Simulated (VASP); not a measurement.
Crystal: VSi (rocksalt type).

```
V Si
1.0
     0.00000    2.43158    2.43158
     2.43158    0.00000    2.43158
     2.43158    2.43158    0.00000
V Si
1 1
Direct
  0.00000 0.00000 0.00000
  0.50000 0.50000 0.50000
```

| Quantity | Value |
| --- | --- |
| Program | VASP 6.6.1 |
| Task | relaxation of cell and atoms |
| Functional | LDA |
| Potentials or basis | VASP PAW LDA potentials, release 64 (V_sv, Si) |
| Cutoff | 500 eV |
| k mesh | 14 × 14 × 14 |
| Occupations | fermi-dirac, width 0.1 eV |
| Spin | no spin polarisation |

At the start: pressure -6.0 GPa; volume 14.38 Å³/atom.

**Question.** How do energy, volume and symmetry change on relaxing?

**Answer.** Over 6 steps the energy falls by 11.4 meV/atom and the volume is 13.79 Å³/atom (-4.1 %); space group Fm-3m (No. 225, to 0.1 Å) before and after.

The path:
| step | energy change (eV) | largest force (eV/Å) | pressure (GPa) | volume (Å³) |
| --- | --- | --- | --- | --- |
| 1 | 0.0000 | 0.0000 | -6.03 | 28.75 |
| 2 | -0.0029 | 0.0000 | 6.42 | 26.56 |
| 3 | -0.0228 | 0.0000 | -0.08 | 27.59 |
| 4 | -0.0228 | 0.0000 | 0.11 | 27.57 |
| 5 | -0.0228 | 0.0000 | -0.12 | 27.60 |
| 6 | -0.0228 | 0.0000 | -0.01 | 27.58 |

Final structure:
```cif
data_structure
_symmetry_space_group_name_H-M 'P 1'
_symmetry_Int_Tables_number 1
_cell_length_a 3.3915
_cell_length_b 3.3915
_cell_length_c 3.3915
_cell_angle_alpha 60.000
_cell_angle_beta 60.000
_cell_angle_gamma 60.000
_cell_volume 27.58
loop_
_atom_site_label
_atom_site_type_symbol
_atom_site_fract_x
_atom_site_fract_y
_atom_site_fract_z
_atom_site_occupancy
V1 V 0.00000 0.00000 0.00000 1
Si1 Si 0.50000 0.50000 0.50000 1
```
